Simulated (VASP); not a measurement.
A run of VASP 6.6.1 is set up as follows.

The input INCAR:

```
ALGO = Normal ; EDIFF = 1E-6
ENCUT = 520 ; GGA = PE
ISIF = 2 ; ISMEAR = 0
LASPH = T ; LCHARG = F
LREAL = F ; LWAVE = F
NBANDS = 11 ; NELM = 60
PREC = Accurate ; SIGMA = 0.01
```

KPOINTS

```
k-points
0
Gamma
  6 6 6
```

File POSCAR:

```
BP
1.0
    0.0000000000      2.2683158654      2.2683158654
    2.2683158654      0.0000000000      2.2683158654
    2.2683158654      2.2683158654      0.0000000000
B P
1 1
Direct
    0.0000000000      0.0000000000      0.0000000000
    0.2500000000      0.2500000000      0.2500000000
```

Potentials or basis: VASP PAW PBE potentials, release 64 (B, P).

The run is started by

```bash
$ cat potpaw_PBE.64/B/POTCAR potpaw_PBE.64/P/POTCAR > POTCAR
$ mpirun -np 1 vasp_std > vasp.out
```

Predict the pressure.

1.2 GPa.

Estimate the band gap on the k mesh.

1.33 eV, indirect (least direct gap 3.40 eV).

A k mesh can miss the band edges. As with any semilocal functional, this PBE gap is likely too small.
